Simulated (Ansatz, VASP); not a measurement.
## YbMg2Ga2: VASP beside Ansatz

Contents of INCAR:

```
SYSTEM = YbMg2Ga2
PREC = Accurate
ENCUT = 520
EDIFF = 1E-6
ISMEAR = 0
SIGMA = 0.0128
LREAL = .False.
LASPH = .True.
NELM = 100
ALGO = Normal
ISIF = 2
LWAVE = .False.
LCHARG = .True.
GGA = PE
LELF = .True.
LVHAR = .True.
NBANDS = 35
```

The input KPOINTS:

```
regular mesh
0
Gamma
  6 6 4
  0 0 0
```

The input POSCAR:

```
YbMg2Ga2
1.0
    4.3079150000      0.0000000000      0.0000000000
   -2.1539570000      3.7307640000      0.0000000000
    0.0000000000      0.0000000000      7.1768030000
Mg Ga Yb
2 2 1
Direct
    0.3333000000      0.6667000000      0.6286000000
    0.6667000000      0.3333000000      0.3714000000
    0.3333000000      0.6667000000      0.2571000000
    0.6667000000      0.3333000000      0.7429000000
    0.0000000000      0.0000000000      0.0000000000
```

Input for Ansatz:

```yaml
crystal:
  lattice:
    - [4.307915, 0.0, 0.0]
    - [-2.153957, 3.730764, 0.0]
    - [0.0, 0.0, 7.176803]
  atoms:
    - { symbol: Mg, position: [0.3333, 0.6667, 0.6286] }
    - { symbol: Mg, position: [0.6667, 0.3333, 0.3714] }
    - { symbol: Ga, position: [0.3333, 0.6667, 0.2571] }
    - { symbol: Ga, position: [0.6667, 0.3333, 0.7429] }
    - { symbol: Yb, position: [0.0, 0.0, 0.0] }
kpoints:
  mp_grid: { grid: [6, 6, 4], shift: [0, 0, 0] }
  band_path:
    path:
      - [0.0, 0.0, 0.0]
      - [0.5, 7.0e-08, 0.0]
      - [0.33333333, 0.3333334, 0.0]
      - [0.0, 0.0, 0.0]
      - [0.0, 0.0, 0.5]
      - [0.5, 7.0e-08, 0.5]
      - [0.33333333, 0.3333334, 0.5]
      - [0.0, 0.0, 0.5]
      - [0.5, 7.0e-08, 0.5]
      - [0.5, 7.0e-08, 0.0]
      - [0.33333333, 0.3333334, 0.5]
    npoints: 6
magnetization:
  spin_polarized: false
scf:
  occupations: { method: gaussian, width: 0.0128 }
  lower_state_search: "off"
  max_iter: 200
hamiltonian:
  pseudopotentials: { kind: paw }
  xc: pbe
basis:
  ecutwfc: 420
  fft_grid_basis: typed
output:
  forces: true
  stress: true
  eigenvalues: true
  bader: true
  populations: true
  elf: true
  write_potential: true
  volumetric_format: npy
  dos:
    e_range: [-12, 8]
    de: 0.05
    projected: { site_lists: { Ga: [Ga], Mg: [Mg], Yb: [Yb] } }
checkpoint:
  read: saved_state
```

Alike in both runs: task single point; functional PBE; k mesh 6 × 6 × 4; occupations gaussian, width 0.0128 eV; no spin polarisation.

|  | VASP | Ansatz |
| --- | --- | --- |
| version | VASP 6.6.1 | Ansatz 0.2.0 |
| potentials or method | VASP PAW PBE potentials, release 64 (Mg, Ga_d, Yb), cutoff 520 eV | PAW plane waves |
| valence electrons in the cell | 54 | 70 |

VASP gave:

```
pressure (GPa)                                                : 4.2
traceless stress, the component that is largest in VASP (GPa) : 0.04
rms of the force components (eV/Å)                            : 0.343
```

Q: What did Ansatz give for the same quantities?

A: Pressure (GPa): 4.3; traceless stress, the component that is largest in VASP (GPa): -0.14; rms of the force components (eV/Å): 0.342.

Atom by atom the forces differ by 0.001 eV/Å (rms over components). With one functional, cell and mesh, what is left measures potentials, basis and numerics. VASP's potentials hold 54 valence electrons a cell and Ansatz's 70, so a difference there can come from the potentials and not from the codes.

Spin-orbit coupling is off throughout.
